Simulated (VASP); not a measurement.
# LiSe6: relaxation of cell and atoms with PBE+D3(BJ)

Crystal: LiSe6.

```
Li Se
1.0
     8.62822    0.00000    0.00000
    -4.31411    7.47225    0.00000
     0.00000    0.00000    2.66083
Li Se
1 6
Direct
  0.00000 0.00000 0.50000
  0.32620 0.32620 0.00000
  0.00000 0.67380 0.00000
  0.67380 0.00000 0.00000
  0.00000 0.32620 0.00000
  0.67380 0.67380 0.00000
  0.32620 0.00000 0.00000
```

```
Program                : VASP 6.6.1
Task                   : relaxation of cell and atoms
Functional             : PBE
Dispersion             : D3(BJ)
Potentials or basis    : VASP PAW PBE potentials, release 64 (Li_sv, Se)
Cutoff                 : 600 eV
k mesh                 : 6 × 6 × 14
Occupations            : gaussian, width 0.1 eV
Spin                   : no spin polarisation
Dipole correction      : no
Further INCAR settings : ALGO = Normal; EDIFF = 1e-06; IBRION = 2; EDIFFG = -0.01; NSW = 100; ISIF = 3
```

```
Relaxed volume                         : 24.43 Å³/atom
Relaxed cell                           : a = 8.641 Å, b = 8.641 Å, c = 2.645 Å, α = 90.00°, β = 90.00°, γ = 120.00°
Space group after relaxing (to 0.05 Å) : P6/mmm (No. 191)
Energy gained by relaxing              : 0.8 meV/atom
Ionic steps                            : 8
Pressure after relaxing                : 0.0 GPa
Dispersion energy per atom             : -0.309 eV
```

Forces in eV/Å, atoms in the order of the input:
```
Li   0.000  0.000  0.000
Se  -0.001 -0.002  0.000
Se  -0.001  0.002  0.000
Se   0.002  0.000  0.000
Se   0.001 -0.002  0.000
Se   0.001  0.002  0.000
Se  -0.002  0.000  0.000
```

Step by step:
```csv
step,energy change (eV),largest force (eV/Å),pressure (GPa),volume (Å³)
1,0.0000,0.0519,-0.50,171.55
2,-0.0033,0.0367,0.16,169.65
3,-0.0035,0.0397,0.04,169.99
4,-0.0039,0.0317,0.06,170.03
5,-0.0047,0.0078,0.08,170.15
6,-0.0048,0.0012,0.10,170.19
7,-0.0051,0.0002,0.07,170.41
8,-0.0055,0.0021,-0.02,171.02
```

Final structure:
```
Li Se
1.0
     8.64137    0.00000    0.00000
    -4.32068    7.48364    0.00000
     0.00000    0.00000    2.64460
Li Se
1 6
Direct
  0.00000 0.00000 0.50000
  0.32411 0.32411 0.00000
  0.00000 0.67589 0.00000
  0.67589 0.00000 0.00000
  0.00000 0.32411 0.00000
  0.67589 0.67589 0.00000
  0.32411 0.00000 0.00000
```

Levels at points of the mesh, in eV from the Fermi level:
| k point | band 16 | band 17 | band 18 | band 19 | band 20 | band 21 | band 22 | band 23 |
| --- | --- | --- | --- | --- | --- | --- | --- | --- |
| (0.00, 0.00, 0.00) | -1.53 | -1.53 | 0.58 | 1.20 | 2.02 | 3.48 | 3.88 | 4.16 |
| (0.50, 0.00, 0.00) | -1.35 | -0.63 | -0.61 | 0.40 | 3.34 | 3.67 | 3.81 | 4.01 |
| (0.00, 0.00, 0.50) | -2.65 | -2.65 | -0.76 | -0.76 | -0.13 | -0.13 | 1.06 | 1.06 |
| (0.50, 0.00, 0.50) | -3.02 | -2.12 | -2.02 | -1.93 | 0.30 | 1.10 | 1.10 | 1.74 |

Run time: 13 min on 1 thread of Intel(R) Xeon(R) Platinum 8375C CPU @ 2.90GHz (Ice Lake), with other jobs on the host, peak memory 0.51 GiB.

Caveat: the cutoff is under 1.25 times the usual one of these potentials, so pressure, stress and relaxed cells hold a basis-set (Pulay) error; the bands computed are all filled at some k points, so no gap is given.
